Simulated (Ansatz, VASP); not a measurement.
# CdS: VASP beside Ansatz

POSCAR

```
CdS
1.0
    0.0000000000      2.9001713200      2.9001713200
    2.9001713200      0.0000000000      2.9001713200
    2.9001713200      2.9001713200      0.0000000000
Cd S
1 1
Direct
    0.0000000000      0.0000000000      0.0000000000
    0.2500000000      0.2500000000      0.2500000000
```

Contents of INCAR.step1:

```
ALGO = Normal ; EDIFF = 1E-4
ENCUT = 520 ; GGA = PE
ISMEAR = -1 ; LASPH = T
LCHARG = F ; LREAL = F
LWAVE = T ; NELM = 80
PREC = Accurate ; SIGMA = 0.02
```

Contents of INCAR.step2:

```
ALGO = Normal ; EDIFF = 1E-6
EDIFFG = -0.01 ; ENCUT = 520
IBRION = 2 ; ISIF = 2
ISMEAR = -1 ; ISTART = 1
LASPH = T ; LCHARG = F
LMIXTAU = T ; LREAL = F
LWAVE = F ; METAGGA = R2SCAN
NELM = 80 ; NSW = 50
PREC = Accurate ; SIGMA = 0.02
```

Contents of KPOINTS:

```
k-points
0
Gamma
  8 8 8
```

Input for Ansatz:

```yaml
crystal:
  lattice:
    - [0.0, 2.90017132, 2.90017132]
    - [2.90017132, 0.0, 2.90017132]
    - [2.90017132, 2.90017132, 0.0]
  atoms:
    - { symbol: Cd, position: [0.0, 0.0, 0.0] }
    - { symbol: S, position: [0.25, 0.25, 0.25] }
  symmetry: { tolerance: 0.0003 }
hamiltonian:
  xc: r2scan
  pseudopotentials: { kind: paw, azcp: { folder: soft_1 } }
basis:
  ecutwfc: 500
magnetization:
  spin_polarized: false
scf:
  occupations: { method: fermi_dirac, width: 0.02 }
kpoints:
  mp_grid: { grid: [8, 8, 8], shift: [0, 0, 0] }
  band_path:
    path:
      - [0.0, 0.0, 0.0]
      - [-0.5, -0.5, 0.0]
      - [-0.375, -0.375, 0.25]
      - [-0.375, 0.0, 0.375]
      - [0.0, 0.0, 0.0]
      - [0.0, 0.0, 0.5]
      - [-0.5, -0.25, 0.25]
      - [-0.5, -0.5, 0.0]
    npoints: 10
output:
  forces: true
  stress: true
  eigenvalues: true
  write_potential: true
  elf: true
  volumetric_format: npy
  dos: { e_range: [-12, 8], de: 0.05 }
relax:
  max_steps: 30
```

Alike in both runs: task relaxation of the atoms; functional r2SCAN; k mesh 8 × 8 × 8; occupations fermi-dirac, width 0.02 eV; no spin polarisation.

```csv
,VASP,Ansatz
version,VASP 6.6.1,Ansatz 0.2.0
potentials or method,"VASP PAW PBE potentials, release 64 (Cd, S), cutoff 520 eV",PAW plane waves
valence electrons in the cell,18,26
```

```tsv
	VASP	Ansatz	Ansatz less VASP
gap on the k mesh at the Fermi level, each at its own relaxed structure (eV)	1.63	1.63	-0.002
```

VASP's potentials were made for PBE, not for r2SCAN. VASP's potentials hold 18 valence electrons a cell and Ansatz's 26, so a difference there can come from the potentials and not from the codes. Ansatz's warnings: stress scf threshold loose.

Noted on VASP's run: the relaxation stopped at its first step, so nothing moved.
